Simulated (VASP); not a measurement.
# BeSe4 (P-3m1) in VASP: notebook

BeSe4 is run at these levels: PBE; tasks: single point.

All numbers are computed with VASP 6.6.1; they aren't measurements. Logs are shortened: lines on timing, memory, paths and dates and some standing lists are left out, and cuts for length are marked.

### Step 1. The cell of the first run

The structure is trigonal, space group P-3m1 (No. 164). The conventional cell has a = 3.596 Å, b = 3.596 Å, c = 8.600 Å, α = 90.00°, β = 90.00°, γ = 120.00°. Within 3.2 Å of Be (site symmetry -3m) lie 6 Se at 2.43 Å. Within 3.2 Å of Se (site symmetry 3m) lie 3 Be at 2.43 Å and 3 Se at 2.99 Å. Within 3.6 Å of Se (site symmetry 3m) lie 12 Se at 2.74 to 3.60 Å.

### Step 2. Single point, PBE

INCAR reads:

```
PREC     = Accurate       # precision mode
ENCUT    = 520            # plane-wave cutoff, eV
EDIFF    = 1E-7           # SCF threshold, eV
ISMEAR   = 0              # smearing method
SIGMA    = 0.1            # smearing width, eV
LREAL    = False          # projectors in reciprocal space
LASPH    = True           # aspherical terms in the spheres
NELM     = 80             # most SCF steps
ALGO     = Normal         # electronic algorithm
ISIF     = 2              # what is computed and relaxed
LWAVE    = False          # write WAVECAR
LCHARG   = False          # write CHGCAR
GGA      = PE             # functional
NBANDS   = 21             # bands
```

KPOINTS reads:

```
Automatic mesh
0
Gamma
  6 6 2
```

POSCAR reads:

```
BeSe4
1.0
    3.5960978728     -0.0000000031      0.0000000000
   -1.7980489337      3.1143121139      0.0000000000
    0.0000000000      0.0000000000      8.5998038404
Be Se
1 4
Direct
    0.0000000000      0.0000000000      0.0000000000
    0.3333333333      0.6666666667      0.8541448152
    0.3333333333      0.6666666667      0.3961602339
    0.6666666667      0.3333333333      0.1458551848
    0.6666666667      0.3333333333      0.6038397661
```

Potentials or basis: VASP PAW PBE potentials, release 64 (Be, Se).

Launch:

```
> cat potpaw_PBE.64/Be/POTCAR potpaw_PBE.64/Se/POTCAR > POTCAR
> mpirun -np 1 vasp_std > vasp.out
```

OUTCAR:

```text
PREC = Accurate
   ENCUT = 520
   EDIFF = 1E-7
   ISMEAR = 0
   LREAL = False
   LASPH = True
   NELM = 80
   ISIF = 2
   GGA = PE

 ion  position               nearest neighbor table
   1  0.000  0.000  0.000-   2 2.43   4 2.43   4 2.43   2 2.43   4 2.43   2 2.43
   2  0.333  0.667  0.854-   1 2.43   1 2.43   1 2.43
   3  0.333  0.667  0.396-   5 2.74   5 2.74   5 2.74
   4  0.667  0.333  0.146-   1 2.43   1 2.43   1 2.43
   5  0.667  0.333  0.604-   3 2.74   3 2.74   3 2.74

  LATTYP: Found a hexagonal cell.
 ALAT       =     3.5960978728
 C/A-ratio  =     2.3914265252

  Lattice vectors:

 A1 = (   3.5960978728,  -0.0000000031,   0.0000000000)
 A2 = (  -1.7980489337,   3.1143121139,   0.0000000000)
 A3 = (   0.0000000000,   0.0000000000,   8.5998038404)

Analysis of symmetry for initial positions (statically):
=====================================================================
 Subroutine PRICEL returns:
 Original cell was already a primitive cell.

 Routine SETGRP: Setting up the symmetry group for a
 hexagonal supercell.

 Subroutine GETGRP returns: Found 12 space group operations
 (whereof 12 operations were pure point group operations)
 out of a pool of 24 trial point group operations.

The static configuration has the point symmetry D_3d.

Analysis of symmetry for dynamics (positions and initial velocities):
=====================================================================
 Subroutine PRICEL returns:
 Original cell was already a primitive cell.

 Routine SETGRP: Setting up the symmetry group for a
 hexagonal supercell.

 Subroutine GETGRP returns: Found 12 space group operations
 (whereof 12 operations were pure point group operations)
 out of a pool of 24 trial point group operations.

The dynamic configuration has the point symmetry D_3d.

 Subroutine INISYM returns: Found 12 space group operations
 (whereof 12 operations are pure point group operations),
 and found     1 'primitive' translations

----------------------------------------------------------------------------------------

                                     Primitive cell

  volume of cell :      96.3124

  direct lattice vectors                    reciprocal lattice vectors
     3.596097873 -0.000000003  0.000000000     0.278079195  0.160549098  0.000000000
    -1.798048934  3.114312114  0.000000000     0.000000000  0.321098196  0.000000000
     0.000000000  0.000000000  8.599803840     0.000000000  0.000000000  0.116281722

  length of vectors
     3.596097873  3.596097873  8.599803840     0.321098196  0.321098196  0.116281722

  position of ions in fractional coordinates (direct lattice)
     0.000000000  0.000000000  0.000000000
     0.333333333  0.666666667  0.854144815
     0.333333333  0.666666667  0.396160234
     0.666666667  0.333333333  0.145855185
     0.666666667  0.333333333  0.603839766

  ion indices of the primitive-cell ions
   primitive index   ion index
                 1           1
                 2           2
                 3           3
                 4           4
                 5           5

----------------------------------------------------------------------------------------

 KPOINTS: Automatic mesh

Automatic generation of k-mesh.
 Grid dimensions read from file:
 generate k-points for:    6    6    2

 Generating k-lattice:

  Cartesian coordinates                     Fractional coordinates (reciprocal lattice)
     0.046346532  0.026758183  0.000000000     0.166666667  0.000000000  0.000000000
     0.000000000  0.053516366  0.000000000     0.000000000  0.166666667  0.000000000
     0.000000000  0.000000000  0.058140861     0.000000000  0.000000000  0.500000000

  Length of vectors
     0.053516366  0.053516366  0.058140861

  Shift w.r.t. Gamma in fractional coordinates (k-lattice)
     0.000000000  0.000000000  0.000000000

 Subroutine IBZKPT returns following result:
 ===========================================

 Found     14 irreducible k-points:

 Following reciprocal coordinates:
            Coordinates               Weight
  0.000000  0.000000  0.000000      1.000000
  0.166667 -0.000000  0.000000      6.000000
  0.333333  0.000000  0.000000      6.000000
  0.500000 -0.000000  0.000000      3.000000
  0.166667  0.166667  0.000000      6.000000
  0.333333  0.166667  0.000000     12.000000
  0.333333  0.333333  0.000000      2.000000
  0.000000  0.000000  0.500000      1.000000
  0.166667 -0.000000  0.500000      6.000000
  0.333333  0.000000  0.500000      6.000000
  0.500000 -0.000000  0.500000      3.000000
  0.166667  0.166667  0.500000      6.000000
  0.333333  0.166667  0.500000     12.000000
  0.333333  0.333333  0.500000      2.000000
   k-points           NKPTS =     14   k-points in BZ     NKDIM =     14   number of bands    NBANDS=     21
   number of dos      NEDOS =    301   number of ions     NIONS =      5
   total plane-waves  NPLWV =  50176
   dimension x,y,z NGX =    28 NGY =   28 NGZ =   64
   dimension x,y,z NGXF=    56 NGYF=   56 NGZF=  128
   ions per type =               1   4
   NGX,Y,Z   is equivalent  to a cutoff of  12.94, 12.94, 12.37 a.u.
   NGXF,Y,Z  is equivalent  to a cutoff of  25.89, 25.89, 24.74 a.u.
 SYSTEM =  unknown system
   PREC   = accura    normal or accurate (medium, high low for compatibility)
   ISTART =      0    job   : 0-new  1-cont  2-samecut
   ICHARG =      2    charge: 1-file 2-atom 10-const
   ISPIN  =      1    spin polarized calculation?
   LNONCOLLINEAR =      F non collinear calculations
   LSORBIT =      F    spin-orbit coupling
   LASPH  =      T    aspherical Exc in radial PAW
   ENCUT  =  520.0 eV  38.22 Ry    6.18 a.u.   6.69  6.69 15.99*2*pi/ulx,y,z
   NELM   =     80;   NELMIN=  2; NELMDL= -5     # of ELM steps
   EDIFF  = 0.1E-06   stopping-criterion for ELM
   LREAL  =      F    real-space projection
   EDIFFG = 0.1E-05   stopping-criterion for IOM
   NSW    =      0    number of steps for IOM
   IBRION =     -1    ionic relax: 0-MD 1-quasi-New 2-CG
   NFREE  =      0    steps in history (QN), initial steepest desc. (CG)
   ISIF   =      2    stress and relaxation
   ISYM   =      2    0-nonsym 1-usesym 2-fastsym
   POTIM  = 0.5000    time-step for ionic-motion
   TEBEG  =    0.0;   TEEND  =   0.0 temperature during run
   PSTRESS=    0.0 pullay stress
   NELECT =      26.0000    total number of electrons
   NUPDOWN=      -1.0000    fix difference up-down
   EMIN   =  10.00;   EMAX   =-10.00  energy-range for DOS
   EFERMI =   0.00;   METHOD = LEGACY
   ISMEAR =     0;   SIGMA  =   0.10  broadening in eV -4-tet -1-fermi 0-gaus
   EFERMI_NEDOS =   21; number of points for ismear=-14 and -15
   IALGO  =     38    algorithm
   IMIX   =      4    mixing-type and parameters
     AMIX     =   0.40;   BMIX     =  1.00
     AMIX_MAG =   1.60;   BMIX_MAG =  1.00
  volume/ion in A,a.u.               =      19.26       129.99
  Fermi-wavevector in a.u.,A,eV,Ry     =   1.058048  1.999420 15.231243  1.119465
  Thomas-Fermi vector in A             =   2.193343
   LORBIT       =      0    0 simple, 1 ext, 2 COOP (PROOUT), +10 PAW based schemes
   GGA     = PE    functional components
   LHFCALC =     F    Hartree Fock is set to
   AEXX    =    0.0000 exact exchange contribution
   IVDW    =     0    specifies the selected vdW correction
   LEPSILON=     F    determine dielectric tensor
   LRPA    =     F    only Hartree local field effects (RPA)
 non-spin polarized calculation
 Gauss-broadening in eV      SIGMA  =   0.10
  energy-cutoff  :      520.00
  volume of cell :       96.31
 maximum number of plane-waves:      2624
 NGX is ok and might be reduce to    28
   NGX = 13   NGY = 13   NGZ = 31

 number of electron      26.0000001 magnetization

 Free energy of the ion-electron system (eV)
  ---------------------------------------------------
  ext. energy  EPLUGINS =         0.00000000
  ---------------------------------------------------
  free energy    TOTEN  =       -17.27099335 eV

  energy without entropy =      -17.25485352  energy(sigma->0) =      -17.26292343

 E-fermi :   4.8926     XC(G=0): -10.1297

 val. band max:        4.8409062058   @ k =   0.3333   0.0000   0.0000
 cond. band min:       4.9120964479   @ k =   0.1667  -0.0000   0.5000
 fundamental gap:      0.0711902421
 Fermi energy:         4.8925772760

 k-point     1 :       0.0000    0.0000    0.0000
  band No.  band energies     occupation
      1     -11.0206      2.00000
      2      -9.1846      2.00000
      3      -8.8443      2.00000
      4      -6.1303      2.00000
      5      -0.6567      2.00000
      6       2.9457      2.00000
[... 13 lines left out ...]
     20      10.2110      0.00000
     21      11.4333      0.00000

 k-point     2 :       0.1667   -0.0000    0.0000
  band No.  band energies     occupation
      1     -10.7134      2.00000
      2      -8.9349      2.00000
      3      -8.6125      2.00000
      4      -6.2402      2.00000
      5      -0.3289      2.00000
      6       1.1478      2.00000
[... 13 lines left out ...]
     20      11.0858      0.00000
     21      11.6903      0.00000

 k-point     3 :       0.3333    0.0000    0.0000
  band No.  band energies     occupation
      1      -9.8734      2.00000
      2      -8.3156      2.00000
      3      -8.0857      2.00000
      4      -6.7860      2.00000
      5      -0.6611      2.00000
      6      -0.2840      2.00000
[... 13 lines left out ...]
     20      11.5103      0.00000
     21      12.2755      0.00000
[... 217 lines left out ...]
 k-point    13 :       0.3333    0.1667    0.5000
  band No.  band energies     occupation
      1      -9.1180      2.00000
      2      -8.2647      2.00000
      3      -7.5369      2.00000
      4      -7.2936      2.00000
      5      -0.9819      2.00000
      6      -0.9311      2.00000
[... 13 lines left out ...]
     20      11.7761      0.00000
     21      12.2459      0.00000

 k-point    14 :       0.3333    0.3333    0.5000
  band No.  band energies     occupation
      1      -8.2871      2.00000
      2      -8.2871      2.00000
      3      -7.6005      2.00000
      4      -7.6005      2.00000
      5      -0.7567      2.00000
      6      -0.7138      2.00000
[... 13 lines left out ...]
     20      12.8610      0.00000
     21      13.0808      0.00000

------------------------ aborting loop because EDIFF is reached ----------------------------------------

  FORCE on cell =-STRESS in cart. coord.  units (eV):
  Direction    XX          YY          ZZ          XY          YZ          ZX
  --------------------------------------------------------------------------------------
  -------------------------------------------------------------------------------------
  Total        0.0647695      0.0647695     -0.0184120      0.0000000     -0.0000000      0.0000000
  in kB        1.0774539      1.0774539     -0.3062871      0.0000000     -0.0000000      0.0000000
  external PRESSURE =       0.6162069 kB  Pullay stress =       0.0000000 kB

 VOLUME and BASIS-vectors are now :
 -----------------------------------------------------------------------------
  energy-cutoff  :      520.00
  volume of cell :       96.31
      direct lattice vectors                 reciprocal lattice vectors
     3.596097873 -0.000000003  0.000000000     0.278079195  0.160549098  0.000000000
    -1.798048934  3.114312114  0.000000000     0.000000000  0.321098196  0.000000000
     0.000000000  0.000000000  8.599803840     0.000000000  0.000000000  0.116281722

 POSITION                                       TOTAL-FORCE (eV/Angst)
 -----------------------------------------------------------------------------------
      0.00000      0.00000      0.00000         0.000000     -0.000000      0.000000
      0.00000      2.07621      7.34548         0.000000     -0.000000      0.000316
      0.00000      2.07621      3.40690         0.000000     -0.000000     -0.024990
      1.79805      1.03810      1.25433        -0.000000      0.000000     -0.000316
      1.79805      1.03810      5.19290        -0.000000      0.000000      0.024990
 -----------------------------------------------------------------------------------
    total drift:                                0.000000     -0.000000     -0.000000

  FREE ENERGIE OF THE ION-ELECTRON SYSTEM (eV)
  ---------------------------------------------------
  free  energy   TOTEN  =       -17.2709933472 eV

  energy  without entropy=      -17.2548535207  energy(sigma->0) =      -17.26292343
```

Run time: 19 s. Hardware: 1 thread of AMD EPYC 9R45 (Zen 5), shared host; peak memory 0.18 GiB.

What came out:

```
Free energy            : -17.2710 eV
Pressure               : 0.1 GPa
Largest force          : 0.025 eV/Å
Band gap on the k mesh : zero (band 13 reaches 5.42 eV, above the bottom of band 14 at 4.39 eV)
```

Forces in eV/Å, atoms in the order of the input:
```
Be   0.000  0.000  0.000
Se   0.000  0.000  0.000
Se   0.000  0.000 -0.025
Se   0.000  0.000  0.000
Se   0.000  0.000  0.025
```

Caveat: the k points lie up to 0.37 Å⁻¹ apart.

### Step 3. Single point, PBE

This run uses another cell than the first one, of 21.54 Å³/atom, 1.118 times its volume.

INCAR reads:

```
SYSTEM = BeSe4
ALGO = Normal ; EDIFF = 1E-6
ENCUT = 520 ; GGA = PE
ISIF = 2 ; ISMEAR = 0
LASPH = .TRUE. ; LCHARG = .FALSE.
LREAL = .FALSE. ; LWAVE = .FALSE.
NBANDS = 21 ; NELM = 80
PREC = Accurate ; SIGMA = 0.1
```

KPOINTS reads:

```
k-points
0
G
  6 6 2
  0 0 0
```

POSCAR reads:

```
BeSe4
1.0
    3.3816997500      0.0000000000      0.0000000000
   -1.6908498700      2.9286378900      0.0000000000
    0.0000000000      0.0000000000     10.8737925800
Be Se
1 4
Direct
    0.0000000000      0.0000000000      0.0000000000
    0.3333333300      0.6666666700      0.8658552800
    0.3333333300      0.6666666700      0.3767953500
    0.6666666700      0.3333333300      0.1341447200
    0.6666666700      0.3333333300      0.6232046500
```

Potentials or basis: VASP PAW PBE potentials, release 64 (Be, Se).

Launch:

```
> cat potpaw_PBE.64/Be/POTCAR potpaw_PBE.64/Se/POTCAR > POTCAR
> mpirun -np 1 vasp_std > vasp.out
```

Wall time 28 s (1 thread of AMD EPYC 9R45 (Zen 5), shared host); peak memory 0.21 GiB.

The run converged. Its results:

| Item | Value |
| --- | --- |
| Free energy | -15.7389 eV |
| Pressure | -6.4 GPa |
| Largest force | 0.607 eV/Å |
| Band gap on the k mesh | zero (band 13 reaches 4.52 eV, above the bottom of band 14 at 1.60 eV) |

Forces on the atoms (eV/Å):
```
Be   0.000  0.000  0.000
Se   0.000  0.000  0.509
Se   0.000  0.000  0.607
Se   0.000  0.000 -0.509
Se   0.000  0.000 -0.607
```

Stress tensor (GPa, compression positive):
```
 -3.82   0.00   0.00
  0.00  -3.82   0.00
  0.00   0.00 -11.57
```

Levels at points of the mesh, in eV from the Fermi level:
```tsv
k point	band 11	band 12	band 13	band 14	band 15	band 16
(0.00, 0.00, 0.00)	0.70	1.17	1.17	1.55	1.55	1.59
(0.50, 0.00, 0.00)	-0.95	-0.48	-0.31	-0.28	-0.25	0.87
(0.00, 0.00, 0.50)	0.71	0.71	1.14	1.14	1.57	1.57
(0.50, 0.00, 0.50)	-1.58	-0.66	-0.23	-0.17	0.34	0.56
```
